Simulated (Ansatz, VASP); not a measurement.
Cd16TeSe15: VASP beside Ansatz

INCAR

```
ALGO = Normal ; EDIFF = 1E-8
ENCUT = 520 ; GGA = PE
ISIF = 2 ; ISMEAR = -1
LASPH = T ; LCHARG = F
LEFG = T ; LREAL = Auto
LWAVE = F ; NBANDS = 166
NELM = 100 ; PREC = Accurate
SIGMA = 0.01
```

Contents of KPOINTS:

```
k-points
0
Gamma
  3 3 2
```

POSCAR

```
Cd16TeSe15
1.0
    8.6000000000      0.0000000000      0.0000000000
   -4.3000000000      7.4478184726      0.0000000000
    0.0000000000      0.0000000000     14.0400000000
Cd Te Se
16 1 15
Direct
    0.1666666666      0.3333333334      0.0000000000
    0.1666666666      0.3333333334      0.5000000000
    0.1666666666      0.8333333334      0.0000000000
    0.1666666666      0.8333333334      0.5000000000
    0.6666666666      0.3333333334      0.0000000000
    0.6666666666      0.3333333334      0.5000000000
    0.6666666666      0.8333333334      0.0000000000
    0.6666666666      0.8333333334      0.5000000000
    0.3333333334      0.1666666666      0.2500000000
    0.3333333334      0.1666666666      0.7500000000
    0.3333333334      0.6666666666      0.2500000000
    0.3333333334      0.6666666666      0.7500000000
    0.8333333334      0.1666666666      0.2500000000
    0.8333333334      0.1666666666      0.7500000000
    0.8333333334      0.6666666666      0.2500000000
    0.8333333334      0.6666666666      0.7500000000
    0.1666666666      0.3333333334      0.1925000000
    0.1666666666      0.3333333334      0.6925000000
    0.1666666666      0.8333333334      0.1925000000
    0.1666666666      0.8333333334      0.6925000000
    0.6666666666      0.3333333334      0.1925000000
    0.6666666666      0.3333333334      0.6925000000
    0.6666666666      0.8333333334      0.1925000000
    0.6666666666      0.8333333334      0.6925000000
    0.3333333334      0.1666666666      0.4425000000
    0.3333333334      0.1666666666      0.9425000000
    0.3333333334      0.6666666666      0.4425000000
    0.3333333334      0.6666666666      0.9425000000
    0.8333333334      0.1666666666      0.4425000000
    0.8333333334      0.1666666666      0.9425000000
    0.8333333334      0.6666666666      0.4425000000
    0.8333333334      0.6666666666      0.9425000000
```

Input for Ansatz:

```yaml
crystal:
  lattice:
    - [8.6, 0.0, 0.0]
    - [-4.3, 7.4478184726, 0.0]
    - [0.0, 0.0, 14.04]
  atoms:
    - { symbol: Cd, position: [0.1666666666, 0.3333333334, 0.0] }
    - { symbol: Cd, position: [0.1666666666, 0.3333333334, 0.5] }
    - { symbol: Cd, position: [0.1666666666, 0.8333333334, 0.0] }
    - { symbol: Cd, position: [0.1666666666, 0.8333333334, 0.5] }
    - { symbol: Cd, position: [0.6666666666, 0.3333333334, 0.0] }
    - { symbol: Cd, position: [0.6666666666, 0.3333333334, 0.5] }
    - { symbol: Cd, position: [0.6666666666, 0.8333333334, 0.0] }
    - { symbol: Cd, position: [0.6666666666, 0.8333333334, 0.5] }
    - { symbol: Cd, position: [0.3333333334, 0.1666666666, 0.25] }
    - { symbol: Cd, position: [0.3333333334, 0.1666666666, 0.75] }
    - { symbol: Cd, position: [0.3333333334, 0.6666666666, 0.25] }
    - { symbol: Cd, position: [0.3333333334, 0.6666666666, 0.75] }
    - { symbol: Cd, position: [0.8333333334, 0.1666666666, 0.25] }
    - { symbol: Cd, position: [0.8333333334, 0.1666666666, 0.75] }
    - { symbol: Cd, position: [0.8333333334, 0.6666666666, 0.25] }
    - { symbol: Cd, position: [0.8333333334, 0.6666666666, 0.75] }
    - { symbol: Te, position: [0.1666666666, 0.3333333334, 0.1925] }
    - { symbol: Se, position: [0.1666666666, 0.3333333334, 0.6925] }
    - { symbol: Se, position: [0.1666666666, 0.8333333334, 0.1925] }
    - { symbol: Se, position: [0.1666666666, 0.8333333334, 0.6925] }
    - { symbol: Se, position: [0.6666666666, 0.3333333334, 0.1925] }
    - { symbol: Se, position: [0.6666666666, 0.3333333334, 0.6925] }
    - { symbol: Se, position: [0.6666666666, 0.8333333334, 0.1925] }
    - { symbol: Se, position: [0.6666666666, 0.8333333334, 0.6925] }
    - { symbol: Se, position: [0.3333333334, 0.1666666666, 0.4425] }
    - { symbol: Se, position: [0.3333333334, 0.1666666666, 0.9425] }
    - { symbol: Se, position: [0.3333333334, 0.6666666666, 0.4425] }
    - { symbol: Se, position: [0.3333333334, 0.6666666666, 0.9425] }
    - { symbol: Se, position: [0.8333333334, 0.1666666666, 0.4425] }
    - { symbol: Se, position: [0.8333333334, 0.1666666666, 0.9425] }
    - { symbol: Se, position: [0.8333333334, 0.6666666666, 0.4425] }
    - { symbol: Se, position: [0.8333333334, 0.6666666666, 0.9425] }
kpoints:
  mp_grid: { grid: [3, 3, 2] }
scf:
  occupations: { method: fermi_dirac, width: 0.01 }
hamiltonian:
  xc: pbe
  pseudopotentials: { kind: paw }
output:
  forces: true
  stress: true
  populations: true
  efg: { contact_densities: true }
```

Alike in both runs: task electric field gradients; functional PBE; k mesh 3 × 3 × 2; occupations fermi-dirac, width 0.01 eV; no spin polarisation.

|  | VASP | Ansatz |
| --- | --- | --- |
| version | VASP 6.6.1 | Ansatz 0.2.0 |
| potentials or method | VASP PAW PBE potentials, release 64 (Cd, Te, Se) | plane-wave PAW, scalar-relativistic |
| plane-wave cutoff (eV) | 520 | 420 |
| valence electrons in the cell | 288 | 576 |

```tsv
	VASP	Ansatz	Ansatz less VASP
gap on the k mesh at the Fermi level (eV)	0.73	0.73	0.000
pressure (GPa)	4.2	3.8	-0.32
traceless stress, the component that is largest in VASP (GPa)	-1.52	-1.46	+0.061
rms of the force components (eV/Å)	0.271	0.268	-0.0027
size of Vzz on the site where it differs most (V/Å²)	53.1	42.4	-10.69
```

Atom by atom the forces differ by 0.004 eV/Å (rms over components). One of these differences is far larger than is usual between the two programs; its cause wasn't traced. VASP's potentials hold 288 valence electrons a cell and Ansatz's 576, so a difference there can come from the potentials and not from the codes.

Neither program's run includes spin-orbit coupling.
